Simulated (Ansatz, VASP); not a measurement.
**One calculation of Se, two programs**

```xyz
3
Lattice="3.9409 0.0000 0.0000 -1.9705 3.4130 0.0000 0.0000 0.0000 5.4641" Properties=species:S:1:pos:R:3 pbc="T T T"
Se    0.9748    0.0000    1.8214
Se   -0.4874    0.8442    3.6427
Se    1.4831    2.5688    0.0000
```

Alike in both runs: task single point; functional PBE; dispersion D3(BJ); k mesh 9 × 9 × 8; occupations gaussian, width 0.05 eV; no spin polarisation.

|  | VASP | Ansatz |
| --- | --- | --- |
| version | VASP 6.6.1 | Ansatz 0.2.0 |
| potentials or method | VASP PAW PBE potentials, release 64 (Se), cutoff 520 eV | scalar-relativistic, plane waves, PAW |
| valence electrons in the cell | 18 | 48 |

Ansatz gave:

| Quantity | Value |
| --- | --- |
| gap on the k mesh at the Fermi level (eV) | none |
| pressure (GPa) | -2.1 |
| traceless stress, the component that is largest in VASP (GPa) | -3.21 |
| rms of the force components (eV/Å) | 0.043 |

Problem. Which values does VASP return?

Solution. gap on the k mesh at the Fermi level (eV): none; pressure (GPa): -2.0; traceless stress, the component that is largest in VASP (GPa): -3.16; rms of the force components (eV/Å): 0.036.

Atom by atom the forces differ by 0.008 eV/Å (rms over components). A gap of «none» marks a metal or a gap that the smearing closes. VASP's potentials hold 18 valence electrons a cell and Ansatz's 48, so a difference there can come from the potentials and not from the codes.
